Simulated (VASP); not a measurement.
## CsCdCl3: single point with LDA

The system is CsCdCl3.

```
Cs Cd Cl
1.0
     4.95797    0.00000    0.00000
     0.00000    4.95797    0.00000
     0.00000    0.00000    4.95797
Cs Cd Cl
1 1 3
Direct
  0.00000 0.00000 0.00000
  0.50000 0.50000 0.50000
  0.00000 0.50000 0.50000
  0.50000 0.00000 0.50000
  0.50000 0.50000 0.00000
```

```yaml
Program: VASP 6.6.1
Task: single point
Functional: LDA
Potentials_or_basis: VASP PAW LDA potentials, release 64 (Cs_sv, Cd, Cl)
Cutoff: 500 eV
k_mesh: 6 × 6 × 6
Occupations: gaussian, width 0.02 eV
Spin: no spin polarisation
Dipole_correction: no
Further_INCAR_settings: ALGO = Normal; EDIFF = 1e-06; NBANDS = 29
```

| Item | Value |
| --- | --- |
| Pressure | 5.3 GPa |
| Band gap on the k mesh | 1.74 eV, indirect (least direct gap 2.75 eV) |

Levels at points of the mesh, in eV from the valence-band top:
| k point | band 17 | band 18 | band 19 | band 20 | band 21 | band 22 | band 23 | band 24 | band 25 | band 26 |
| --- | --- | --- | --- | --- | --- | --- | --- | --- | --- | --- |
| (0.00, 0.00, 0.00) | -1.55 | -1.55 | -1.01 | -1.01 | -1.01 | 1.74 | 5.28 | 5.28 | 5.53 | 6.69 |
| (0.50, 0.00, 0.00) | -1.87 | -1.44 | -1.44 | -1.43 | -1.43 | 4.89 | 6.85 | 6.94 | 7.32 | 7.95 |
| (0.50, 0.50, 0.00) | -1.77 | -1.61 | -1.61 | -0.75 | -0.01 | 6.95 | 7.12 | 7.12 | 7.51 | 7.84 |
| (0.50, 0.50, 0.50) | -0.72 | -0.72 | -0.72 | 0.00 | 0.00 | 5.45 | 5.45 | 5.45 | 7.12 | 8.38 |

It took 27 s on 1 thread of AMD EPYC 9R45 96-Core Processor (Zen 5), on a shared host, peak memory 0.18 GiB.

Caveat: spin-orbit coupling is left out, which moves the levels of the heavy elements. As with any semilocal functional, this LDA gap is likely too small.
